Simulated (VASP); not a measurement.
# GeS (Pnma) in VASP: relaxation of cell and atoms with PBEsol

Aim: the relaxation of cell and atoms of GeS with PBEsol.

Everything below comes from runs of VASP 6.6.1. Logs are shortened: lines on timing, memory, paths and dates and some standing lists are left out, and cuts for length are marked.

## Step 1: The cell of the first run

Symmetry: Pnma, No. 62, orthorhombic system. The conventional cell has a = 10.481 Å, b = 3.646 Å, c = 4.299 Å, α = 90.00°, β = 90.00°, γ = 90.00°. Ge (site symmetry m) has 6 S at 2.44 to 3.28 Å and 2 Ge at 3.33 Å within 3.4 Å. S (site symmetry m) has 6 Ge at 2.44 to 3.28 Å within 3.3 Å.

## Step 2: Relaxation of cell and atoms, PBEsol

Input file INCAR:

```
SYSTEM = GeS
PREC     = Accurate       ! precision mode
ENCUT    = 500            ! plane-wave cutoff, eV
EDIFF    = 1E-7           ! SCF threshold, eV
ISMEAR   = -1             ! smearing method
SIGMA    = 0.02           ! smearing width, eV
LREAL    = .False.        ! projectors in reciprocal space
LASPH    = .True.         ! aspherical terms in the spheres
NELM     = 120            ! most SCF steps
ALGO     = Normal         ! electronic algorithm
ISIF     = 3              ! what is computed and relaxed
LWAVE    = .False.        ! write WAVECAR
LCHARG   = .False.        ! write CHGCAR
GGA      = PS             ! functional
IBRION   = 2              ! ionic algorithm
NSW      = 80             ! ionic steps
EDIFFG   = -0.01          ! ionic threshold
GGA_COMPAT= .False.      
NELMIN   = 4
```

Input file KPOINTS:

```
regular mesh
0
Gamma
  4 8 6
  0 0 0
```

Input file POSCAR:

```
GeS
1.0
   10.4810000000      0.0000000000      0.0000000000
    0.0000000000      3.6460000000      0.0000000000
    0.0000000000      0.0000000000      4.2990000000
Ge S
4 4
Direct
    0.1221000000      0.2500000000      0.1277000000
    0.3779000000      0.7500000000      0.6277000000
    0.6221000000      0.2500000000      0.3723000000
    0.8779000000      0.7500000000      0.8723000000
    0.8495000000      0.2500000000      0.5023000000
    0.6505000000      0.7500000000      0.0023000000
    0.3495000000      0.2500000000      0.9977000000
    0.1505000000      0.7500000000      0.4977000000
```

Potentials or basis: VASP PAW PBE potentials, release 64 (Ge_d, S).

The run is started by

```
$ cat potpaw_PBE.64/Ge_d/POTCAR potpaw_PBE.64/S/POTCAR > POTCAR
$ mpirun -np 1 vasp_std > vasp.out
```

OUTCAR:

```text
SYSTEM = GeS
   PREC = Accurate
   ENCUT = 500
   EDIFF = 1E-7
   ISMEAR = -1
   LREAL = .False.
   LASPH = .True.
   NELM = 120
   ISIF = 3
   GGA = PS
   IBRION = 2
   NSW = 80
   EDIFFG = -0.01
   NELMIN = 4

 ion  position               nearest neighbor table
   1  0.122  0.250  0.128-   8 2.44   8 2.44   7 2.45
   2  0.378  0.750  0.628-   7 2.44   7 2.44   8 2.45
   3  0.622  0.250  0.372-   6 2.44   6 2.44   5 2.45
   4  0.878  0.750  0.872-   5 2.44   5 2.44   6 2.45
   5  0.849  0.250  0.502-   4 2.44   4 2.44   3 2.45
   6  0.651  0.750  0.002-   3 2.44   3 2.44   4 2.45
   7  0.349  0.250  0.998-   2 2.44   2 2.44   1 2.45
   8  0.151  0.750  0.498-   1 2.44   1 2.44   2 2.45

  LATTYP: Found a simple orthorhombic cell.
 ALAT       =     3.6460000000
 B/A-ratio  =     1.1791003840
 C/A-ratio  =     2.8746571585

  Lattice vectors:

 A1 = (   0.0000000000,   3.6460000000,   0.0000000000)
 A2 = (   0.0000000000,   0.0000000000,   4.2990000000)
 A3 = (  10.4810000000,   0.0000000000,   0.0000000000)

Analysis of symmetry for initial positions (statically):
=====================================================================
 Subroutine PRICEL returns:
 Original cell was already a primitive cell.

 Routine SETGRP: Setting up the symmetry group for a
 simple orthorhombic supercell.

 Subroutine GETGRP returns: Found  8 space group operations
 (whereof  2 operations were pure point group operations)
 out of a pool of  8 trial point group operations.

The static configuration has the point symmetry S_2 .
 The point group associated with its full space group is D_2h.

Analysis of symmetry for dynamics (positions and initial velocities):
=====================================================================
 Subroutine PRICEL returns:
 Original cell was already a primitive cell.

 Routine SETGRP: Setting up the symmetry group for a
 simple orthorhombic supercell.

 Subroutine GETGRP returns: Found  8 space group operations
 (whereof  2 operations were pure point group operations)
 out of a pool of  8 trial point group operations.

The dynamic configuration has the point symmetry S_2 .
 The point group associated with its full space group is D_2h.

 Subroutine INISYM returns: Found  8 space group operations
 (whereof  2 operations are pure point group operations),
 and found     1 'primitive' translations

----------------------------------------------------------------------------------------

                                     Primitive cell

  volume of cell :     164.2808

  direct lattice vectors                    reciprocal lattice vectors
    10.481000000  0.000000000  0.000000000     0.095410743  0.000000000  0.000000000
     0.000000000  3.646000000  0.000000000     0.000000000  0.274273176  0.000000000
     0.000000000  0.000000000  4.299000000     0.000000000  0.000000000  0.232612235

  length of vectors
    10.481000000  3.646000000  4.299000000     0.095410743  0.274273176  0.232612235

  position of ions in fractional coordinates (direct lattice)
     0.122100000  0.250000000  0.127700000
     0.377900000  0.750000000  0.627700000
     0.622100000  0.250000000  0.372300000
     0.877900000  0.750000000  0.872300000
     0.849500000  0.250000000  0.502300000
     0.650500000  0.750000000  0.002300000
     0.349500000  0.250000000  0.997700000
     0.150500000  0.750000000  0.497700000

  ion indices of the primitive-cell ions
   primitive index   ion index
                 1           1
                 2           2
                 3           3
                 4           4
                 5           5
                 6           6
                 7           7
                 8           8

----------------------------------------------------------------------------------------

 KPOINTS: regular mesh

Automatic generation of k-mesh.
 Grid dimensions read from file:
 generate k-points for:    4    8    6

 Generating k-lattice:

  Cartesian coordinates                     Fractional coordinates (reciprocal lattice)
     0.023852686  0.000000000  0.000000000     0.250000000  0.000000000  0.000000000
     0.000000000  0.034284147  0.000000000     0.000000000  0.125000000  0.000000000
     0.000000000  0.000000000  0.038768706     0.000000000  0.000000000  0.166666667

  Length of vectors
     0.023852686  0.034284147  0.038768706

  Shift w.r.t. Gamma in fractional coordinates (k-lattice)
     0.000000000  0.000000000  0.000000000

 Subroutine IBZKPT returns following result:
 ===========================================

 Found     60 irreducible k-points:

 Following reciprocal coordinates:
            Coordinates               Weight
  0.000000  0.000000  0.000000      1.000000
  0.250000  0.000000  0.000000      2.000000
  0.500000  0.000000  0.000000      1.000000
  0.000000  0.125000  0.000000      2.000000
  0.250000  0.125000  0.000000      4.000000
  0.500000  0.125000  0.000000      2.000000
[... 16 lines left out ...]
  0.250000  0.250000  0.166667      8.000000
  0.500000  0.250000  0.166667      4.000000
 [... further k-points ...]
   k-points           NKPTS =     60   k-points in BZ     NKDIM =     60   number of bands    NBANDS=     48
   number of dos      NEDOS =    301   number of ions     NIONS =      8
   total plane-waves  NPLWV =  71680
   dimension x,y,z NGX =    80 NGY =   28 NGZ =   32
   dimension x,y,z NGXF=   160 NGYF=   56 NGZF=   64
   ions per type =               4   4
   NGX,Y,Z   is equivalent  to a cutoff of  12.69, 12.77, 12.37 a.u.
   NGXF,Y,Z  is equivalent  to a cutoff of  25.38, 25.53, 24.75 a.u.
 SYSTEM =  GeS
   PREC   = accura    normal or accurate (medium, high low for compatibility)
   ISTART =      0    job   : 0-new  1-cont  2-samecut
   ICHARG =      2    charge: 1-file 2-atom 10-const
   ISPIN  =      1    spin polarized calculation?
   LNONCOLLINEAR =      F non collinear calculations
   LSORBIT =      F    spin-orbit coupling
   LASPH  =      T    aspherical Exc in radial PAW
   ENCUT  =  500.0 eV  36.75 Ry    6.06 a.u.  19.11  6.65  7.84*2*pi/ulx,y,z
   NELM   =    120;   NELMIN=  4; NELMDL= -5     # of ELM steps
   EDIFF  = 0.1E-06   stopping-criterion for ELM
   LREAL  =      F    real-space projection
   EDIFFG = -.1E-01   stopping-criterion for IOM
   NSW    =     80    number of steps for IOM
   IBRION =      2    ionic relax: 0-MD 1-quasi-New 2-CG
   NFREE  =      1    steps in history (QN), initial steepest desc. (CG)
   ISIF   =      3    stress and relaxation
   ISYM   =      2    0-nonsym 1-usesym 2-fastsym
   POTIM  = 0.5000    time-step for ionic-motion
   TEBEG  =    0.0;   TEEND  =   0.0 temperature during run
   PSTRESS=    0.0 pullay stress
   NELECT =      80.0000    total number of electrons
   NUPDOWN=      -1.0000    fix difference up-down
   EMIN   =  10.00;   EMAX   =-10.00  energy-range for DOS
   EFERMI =   0.00;   METHOD = LEGACY
   ISMEAR =    -1;   SIGMA  =   0.02  broadening in eV -4-tet -1-fermi 0-gaus
   EFERMI_NEDOS =   21; number of points for ismear=-14 and -15
   IALGO  =     38    algorithm
   IMIX   =      4    mixing-type and parameters
     AMIX     =   0.40;   BMIX     =  1.00
     AMIX_MAG =   1.60;   BMIX_MAG =  1.00
  volume/ion in A,a.u.               =      20.54       138.58
  Fermi-wavevector in a.u.,A,eV,Ry     =   1.287980  2.433930 22.570613  1.658893
  Thomas-Fermi vector in A             =   2.419962
   LORBIT       =      0    0 simple, 1 ext, 2 COOP (PROOUT), +10 PAW based schemes
   GGA     = PS    functional components
   LHFCALC =     F    Hartree Fock is set to
   AEXX    =    0.0000 exact exchange contribution
   IVDW    =     0    specifies the selected vdW correction
   LEPSILON=     F    determine dielectric tensor
   LRPA    =     F    only Hartree local field effects (RPA)
 conjugate gradient relaxation of ions
 non-spin polarized calculation
  energy-cutoff  :      500.00
  volume of cell :      164.28
 maximum number of plane-waves:      4224
 NGX is ok and might be reduce to    80
   NGX = 39   NGY = 13   NGZ = 15

--------------------------------------- Ionic step        1  -------------------------------------------

 number of electron      79.9999994 magnetization

 Free energy of the ion-electron system (eV)
  ---------------------------------------------------
  ext. energy  EPLUGINS =         0.00000000
  ---------------------------------------------------
  free energy    TOTEN  =       -39.63453300 eV

  energy without entropy =      -39.63453300  energy(sigma->0) =      -39.63453300

------------------------ aborting loop because EDIFF is reached ----------------------------------------

  FORCE on cell =-STRESS in cart. coord.  units (eV):
  Direction    XX          YY          ZZ          XY          YZ          ZX
  --------------------------------------------------------------------------------------
  -------------------------------------------------------------------------------------
  Total       -1.2476730     -0.9535030     -0.9957645      0.0000000      0.0000000      0.0000000
  in kB      -12.1681495     -9.2992046     -9.7113680      0.0000000      0.0000000      0.0000000
  external PRESSURE =     -10.3929074 kB  Pullay stress =       0.0000000 kB
[... 107 lines left out ...]
  FREE ENERGIE OF THE ION-ELECTRON SYSTEM (eV)
  ---------------------------------------------------
  free  energy   TOTEN  =       -39.6484906977 eV

  energy  without entropy=      -39.6484906977  energy(sigma->0) =      -39.64849070

[... ionic steps 4 to 9 ...]

--------------------------------------- Ionic step       10  -------------------------------------------

 number of electron      80.0000048 magnetization

------------------------ aborting loop because EDIFF is reached ----------------------------------------

  FORCE on cell =-STRESS in cart. coord.  units (eV):
  Direction    XX          YY          ZZ          XY          YZ          ZX
  --------------------------------------------------------------------------------------
  -------------------------------------------------------------------------------------
  Total       -0.0421441      0.1857877      0.1269691      0.0000000      0.0000000      0.0000000
  in kB       -0.4314544      1.9020221      1.2998599      0.0000000      0.0000000      0.0000000
  external PRESSURE =       0.9234758 kB  Pullay stress =       0.0000000 kB
[... 69 lines left out ...]
  energy  without entropy=      -39.6767203627  energy(sigma->0) =      -39.67672036

--------------------------------------- Ionic step       12  -------------------------------------------

 number of electron      80.0000042 magnetization

 Free energy of the ion-electron system (eV)
  ---------------------------------------------------
  ext. energy  EPLUGINS =         0.00000000
  ---------------------------------------------------
  free energy    TOTEN  =       -39.67675887 eV

  energy without entropy =      -39.67675887  energy(sigma->0) =      -39.67675887

 E-fermi :   5.8611     XC(G=0): -10.5626

 val. band max:        5.4581748543   @ k =   0.0000   0.0000   0.3333
 cond. band min:       6.3256417287   @ k =   0.0000   0.0000   0.0000
 fundamental gap:      0.8674668744
 Fermi energy:         5.8611498809

 k-point     1 :       0.0000    0.0000    0.0000
  band No.  band energies     occupation
      1     -18.9639      2.00000
      2     -18.9581      2.00000
      3     -18.9553      2.00000
      4     -18.9517      2.00000
      5     -18.9516      2.00000
      6     -18.9495      2.00000
[... 1213 lines left out ...]
     47       9.4070      0.00000
     48       9.4070      0.00000

 [... further k-points ...]
[... 5 lines left out ...]
  --------------------------------------------------------------------------------------
  -------------------------------------------------------------------------------------
  Total        0.0654944     -0.0154262     -0.0327727      0.0000000      0.0000000      0.0000000
  in kB        0.6699062     -0.1577866     -0.3352133      0.0000000      0.0000000      0.0000000
  external PRESSURE =       0.0589688 kB  Pullay stress =       0.0000000 kB
[... 23 lines left out ...]
  FREE ENERGIE OF THE ION-ELECTRON SYSTEM (eV)
  ---------------------------------------------------
  free  energy   TOTEN  =       -39.6767588664 eV

  energy  without entropy=      -39.6767588664  energy(sigma->0) =      -39.67675887

 reached required accuracy - stopping structural energy minimisation
```

Wall time 20 min (1 thread of Intel Xeon 6975P-C (Granite Rapids), shared host); peak memory 0.48 GiB.

What came out:

```
Free energy                           : -39.6768 eV
Relaxed volume                        : 19.58 Å³/atom
Relaxed cell                          : a = 10.274 Å, b = 3.658 Å, c = 4.168 Å, α = 90.00°, β = 90.00°, γ = 90.00°
Space group after relaxing (to 0.1 Å) : Pnma (No. 62)
Energy gained by relaxing             : 5.3 meV/atom
Ionic steps                           : 12
Pressure after relaxing               : 0.0 GPa
Largest force after relaxing          : 0.009 eV/Å
Band gap on the k mesh                : 0.87 eV (least direct gap 1.08 eV)
```

Forces in eV/Å, atoms in the order of the input:
```
Ge   0.004  0.000 -0.007
Ge  -0.004  0.000 -0.007
Ge   0.004  0.000  0.007
Ge  -0.004  0.000  0.007
S   -0.001  0.000 -0.008
S    0.001  0.000 -0.008
S   -0.001  0.000  0.008
S    0.001  0.000  0.008
```

The path:
```csv
step,energy change (eV),largest force (eV/Å),pressure (GPa),volume (Å³)
1,0.0000,0.0846,-1.04,164.28
2,-0.0136,0.1757,0.05,161.13
3,-0.0140,0.1958,0.29,160.50
4,-0.0258,0.1187,0.19,159.34
5,-0.0309,0.1081,0.05,156.48
6,-0.0332,0.0779,0.11,157.50
7,-0.0389,0.0310,-0.15,157.47
8,-0.0398,0.0455,-0.28,157.44
9,-0.0417,0.0412,0.20,156.19
10,-0.0419,0.0339,0.09,156.50
11,-0.0422,0.0047,-0.06,156.70
12,-0.0422,0.0085,0.01,156.64
```

Final structure:
```
CELL_PARAMETERS angstrom
10.27401 0.00000 0.00000
0.00000 3.65820 0.00000
0.00000 0.00000 4.16767
ATOMIC_POSITIONS crystal
Ge 0.11878 0.25000 0.12142
Ge 0.38122 0.75000 0.62142
Ge 0.61878 0.25000 0.37858
Ge 0.88122 0.75000 0.87858
S 0.85226 0.25000 0.49564
S 0.64774 0.75000 0.99564
S 0.35226 0.25000 0.00436
S 0.14774 0.75000 0.50436
```

Levels at points of the mesh, in eV from the valence-band top:
| k point | band 36 | band 37 | band 38 | band 39 | band 40 | band 41 | band 42 | band 43 | band 44 | band 45 |
| --- | --- | --- | --- | --- | --- | --- | --- | --- | --- | --- |
| (0.00, 0.00, 0.00) | -2.16 | -1.74 | -0.96 | -0.95 | -0.21 | 0.87 | 2.58 | 2.75 | 3.00 | 3.12 |
| (0.50, 0.00, 0.00) | -2.36 | -2.05 | -2.05 | -0.50 | -0.50 | 2.32 | 2.32 | 2.66 | 2.66 | 4.01 |
| (0.00, 0.50, 0.00) | -2.29 | -1.39 | -1.39 | -1.13 | -1.13 | 1.29 | 1.29 | 1.57 | 1.57 | 2.02 |
| (0.50, 0.50, 0.00) | -2.62 | -1.52 | -1.52 | -1.52 | -1.52 | 1.73 | 1.73 | 1.73 | 1.73 | 2.40 |
| (0.00, 0.00, 0.50) | -1.64 | -0.96 | -0.96 | -0.22 | -0.22 | 1.53 | 1.53 | 2.31 | 2.31 | 2.49 |
| (0.50, 0.00, 0.50) | -2.28 | -0.70 | -0.70 | -0.24 | -0.24 | 1.45 | 1.45 | 2.38 | 2.38 | 2.39 |
| (0.00, 0.50, 0.50) | -3.70 | -2.50 | -2.50 | -1.59 | -1.59 | 3.08 | 3.08 | 3.36 | 3.36 | 5.01 |
| (0.50, 0.50, 0.50) | -4.43 | -1.59 | -1.59 | -1.59 | -1.59 | 2.67 | 2.67 | 2.67 | 2.67 | 5.07 |

Caveat: the PAW data sets were made with another functional, which shifts forces and pressure a little. A k mesh can miss the band edges.
